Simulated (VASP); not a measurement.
# GaW (Fm-3m) in VASP: notebook, part 2 of 2

VASP 6.6.1. Earlier steps stand in the parts before.

## 3. Relaxation of cell and atoms, PBE

This run uses another cell than the first one, of 18.54 Å³/atom, 1.097 times its volume.

INCAR

```
  PREC = Accurate
  ENCUT = 600
  EDIFF = 1E-7
  ISMEAR = 0
  SIGMA = 0.1
  LREAL = False
  LASPH = True
  NELM = 60
  ALGO = Normal
  ISIF = 3
  LWAVE = False
  LCHARG = False
  GGA = PE
  IBRION = 2
  NSW = 90
  EDIFFG = -0.04
```

KPOINTS

```
Automatic mesh
0
Gamma
  6 6 6
```

POSCAR

```
GaW
1.0
    0.0000000000      2.6467960700      2.6467960700
    2.6467960700      0.0000000000      2.6467960700
    2.6467960700      2.6467960700      0.0000000000
Ga W
1 1
Direct
    0.5000000000      0.5000000000      0.5000000000
    0.0000000000      0.0000000000      0.0000000000
```

Potentials or basis: VASP PAW PBE potentials, release 64 (Ga_d, W_sv).

Started as:

```console
$ cat potpaw_PBE.64/Ga_d/POTCAR potpaw_PBE.64/W_sv/POTCAR > POTCAR
$ mpirun -np 1 vasp_std > vasp.out
```

OUTCAR:

```text
PREC = Accurate
   ENCUT = 600
   EDIFF = 1E-7
   ISMEAR = 0
   LREAL = False
   LASPH = True
   NELM = 60
   ISIF = 3
   GGA = PE
   IBRION = 2
   NSW = 90
   EDIFFG = -0.04

 ion  position               nearest neighbor table
   1  0.500  0.500  0.500-   2 2.65   2 2.65   2 2.65   2 2.65   2 2.65   2 2.65
   2  0.000  0.000  0.000-   1 2.65   1 2.65   1 2.65   1 2.65   1 2.65   1 2.65

  LATTYP: Found a face centered cubic cell.
 ALAT       =     5.2935921400

  Lattice vectors:

 A1 = (   0.0000000000,   2.6467960700,   2.6467960700)
 A2 = (   2.6467960700,   0.0000000000,   2.6467960700)
 A3 = (   2.6467960700,   2.6467960700,   0.0000000000)

Analysis of symmetry for initial positions (statically):
=====================================================================
 Subroutine PRICEL returns:
 Original cell was already a primitive cell.

 Routine SETGRP: Setting up the symmetry group for a
 face centered cubic supercell.

 Subroutine GETGRP returns: Found 48 space group operations
 (whereof 48 operations were pure point group operations)
 out of a pool of 48 trial point group operations.

The static configuration has the point symmetry O_h .

Analysis of symmetry for dynamics (positions and initial velocities):
=====================================================================
 Subroutine PRICEL returns:
 Original cell was already a primitive cell.

 Routine SETGRP: Setting up the symmetry group for a
 face centered cubic supercell.

 Subroutine GETGRP returns: Found 48 space group operations
 (whereof 48 operations were pure point group operations)
 out of a pool of 48 trial point group operations.

The dynamic configuration has the point symmetry O_h .

 Subroutine INISYM returns: Found 48 space group operations
 (whereof 48 operations are pure point group operations),
 and found     1 'primitive' translations

[... 109 lines left out ...]
   LORBIT       =      0    0 simple, 1 ext, 2 COOP (PROOUT), +10 PAW based schemes
   GGA     = PE    functional components
   LHFCALC =     F    Hartree Fock is set to
   AEXX    =    0.0000 exact exchange contribution
   IVDW    =     0    specifies the selected vdW correction
   LEPSILON=     F    determine dielectric tensor
   LRPA    =     F    only Hartree local field effects (RPA)
 conjugate gradient relaxation of ions
 non-spin polarized calculation
 Gauss-broadening in eV      SIGMA  =   0.10
  energy-cutoff  :      600.00
  volume of cell :       37.08
 maximum number of plane-waves:      1258
 NGX is ok and might be reduce to    30
   NGX = 15   NGY = 15   NGZ = 15

--------------------------------------- Ionic step        1  -------------------------------------------

 number of electron      27.0000011 magnetization

 Free energy of the ion-electron system (eV)
  ---------------------------------------------------
  ext. energy  EPLUGINS =         0.00000000
  ---------------------------------------------------
  free energy    TOTEN  =       -13.85624363 eV

  energy without entropy =      -13.83603466  energy(sigma->0) =      -13.84613915

------------------------ aborting loop because EDIFF is reached ----------------------------------------

  FORCE on cell =-STRESS in cart. coord.  units (eV):
  Direction    XX          YY          ZZ          XY          YZ          ZX
  --------------------------------------------------------------------------------------
  -------------------------------------------------------------------------------------
  Total       -2.7731837     -2.7731837     -2.7731837     -0.0000000     -0.0000000      0.0000000
  in kB     -119.8113026   -119.8113026   -119.8113026     -0.0000000     -0.0000000      0.0000000
  external PRESSURE =    -119.8113026 kB  Pullay stress =       0.0000000 kB
[... 23 lines left out ...]
--------------------------------------- Ionic step        2  -------------------------------------------

 number of electron      26.9999995 magnetization

 E-fermi :  10.0411     XC(G=0): -13.0155

 val. band max:        9.8908448712   @ k =   0.1667   0.1667   0.0000
 cond. band min:      10.0510437851   @ k =  -0.3333   0.1667   0.0000
 fundamental gap:      0.1601989139
 Fermi energy:        10.0411361020

 k-point     1 :       0.0000    0.0000    0.0000
  band No.  band energies     occupation
      1     -64.3992      2.00000
      2     -28.6220      2.00000
      3     -28.6220      2.00000
      4     -28.6220      2.00000
      5      -5.2832      2.00000
      6      -5.2832      2.00000
[... 380 lines left out ...]
--------------------------------------- Ionic step        4  -------------------------------------------

 number of electron      26.9999996 magnetization

 Free energy of the ion-electron system (eV)
  ---------------------------------------------------
  ext. energy  EPLUGINS =         0.00000000
  ---------------------------------------------------
  free energy    TOTEN  =       -13.98796155 eV

  energy without entropy =      -13.97198563  energy(sigma->0) =      -13.97997359

 E-fermi :   8.5333     XC(G=0): -12.3703

 val. band max:        8.4288059880   @ k =   0.5000   0.3333   0.1667
 cond. band min:       8.5638646340   @ k =  -0.3333   0.1667   0.0000
 fundamental gap:      0.1350586460
 Fermi energy:         8.5332595743

 k-point     1 :       0.0000    0.0000    0.0000
  band No.  band energies     occupation
      1     -66.0223      2.00000
      2     -30.1978      2.00000
      3     -30.1978      2.00000
      4     -30.1978      2.00000
      5      -6.4315      2.00000
      6      -6.4315      2.00000
[... 338 lines left out ...]
  FREE ENERGIE OF THE ION-ELECTRON SYSTEM (eV)
  ---------------------------------------------------
  free  energy   TOTEN  =       -13.9879615506 eV

  energy  without entropy=      -13.9719856305  energy(sigma->0) =      -13.97997359

 reached required accuracy - stopping structural energy minimisation
```

OSZICAR:

```text
N       E                     dE             d eps       ncg     rms          rms(c)
DAV:   1     0.179425381561E+03    0.17943E+03   -0.15226E+04   560   0.263E+03
DAV:   2    -0.597740993436E+01   -0.18540E+03   -0.18381E+03   617   0.479E+02
DAV:   3    -0.147645762658E+02   -0.87872E+01   -0.85812E+01   682   0.994E+01
[... 39 lines left out ...]
DAV:   2    -0.139881359225E+02    0.12938E-02   -0.38885E-03   636   0.716E-01    0.800E-02
DAV:   3    -0.139880030466E+02    0.13288E-03   -0.20622E-04   646   0.236E-01    0.434E-02
DAV:   4    -0.139879637132E+02    0.39333E-04   -0.38293E-05   690   0.748E-02    0.204E-02
DAV:   5    -0.139879615572E+02    0.21559E-05   -0.58063E-06   617   0.320E-02    0.297E-03
DAV:   6    -0.139879615506E+02    0.66780E-08   -0.25173E-07   543   0.820E-03
   4 F= -.13987962E+02 E0= -.13979974E+02  d E =-.131718E+00
```

Wall time 64 s (1 thread of AMD EPYC 7R13 (Zen 3), shared host); peak memory 0.16 GiB.

Results:

```
Free energy                            : -13.9880 eV
Relaxed volume                         : 16.93 Å³/atom
Relaxed cell                           : a = 3.631 Å, b = 3.631 Å, c = 3.631 Å, α = 60.00°, β = 60.00°, γ = 60.00°
Space group after relaxing (to 0.05 Å) : Fm-3m (No. 225)
Energy gained by relaxing              : 65.9 meV/atom
Ionic steps                            : 4
Pressure after relaxing                : 0.0 GPa
```

Step by step:
| step | energy change (eV) | largest force (eV/Å) | pressure (GPa) | volume (Å³) |
| --- | --- | --- | --- | --- |
| 1 | 0.0000 | 0.0000 | -11.98 | 37.08 |
| 2 | 0.1244 | 0.0000 | 24.59 | 30.13 |
| 3 | -0.1316 | 0.0000 | -0.40 | 33.93 |
| 4 | -0.1317 | 0.0000 | -0.03 | 33.86 |

Final structure:
```
Ga W
1.0
     0.00000    2.56782    2.56782
     2.56782    0.00000    2.56782
     2.56782    2.56782    0.00000
Ga W
1 1
Cartesian
  2.5678 2.5678 2.5678
  2.5678 5.1356 2.5678
```

Caveat: spin-orbit coupling is left out, which moves the levels of the heavy elements.
